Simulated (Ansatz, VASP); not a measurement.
Two plane-wave programs on CoSi

```
Co Si
1.0
     2.49286    0.00000    0.00000
     0.00000    2.49286    0.00000
     0.00000    0.00000    2.49286
Co Si
1 1
Direct
  0.00000 0.00000 0.00000
  0.50000 0.50000 0.50000
```

Change from the starting cell: volume scaled by 0.72, no spin polarisation, PAW files.

Alike in both runs: task single point; functional PBE; k mesh 14 × 14 × 14; occupations fermi-dirac, width 0.03 eV; no spin polarisation.

|  | VASP | Ansatz |
| --- | --- | --- |
| version | VASP 6.6.1 | Ansatz 0.2.0 |
| potentials or method | VASP PAW PBE potentials, release 64 (Co, Si) | PAW with Ansatz's default frozen-core files, scalar-relativistic |
| plane-wave cutoff (eV) | 520 | 420 |
| valence electrons in the cell | 13 | 21 |

```tsv
	VASP	Ansatz	Ansatz less VASP
pressure (GPa)	149.7	148.3	-1.34
```

Both programs put the cell under a high pressure, so it lies far from rest at this level. VASP's potentials hold 13 valence electrons a cell and Ansatz's 21, so a difference there can come from the potentials and not from the codes.

Noted on VASP's run: the cell as given lies far from equilibrium.
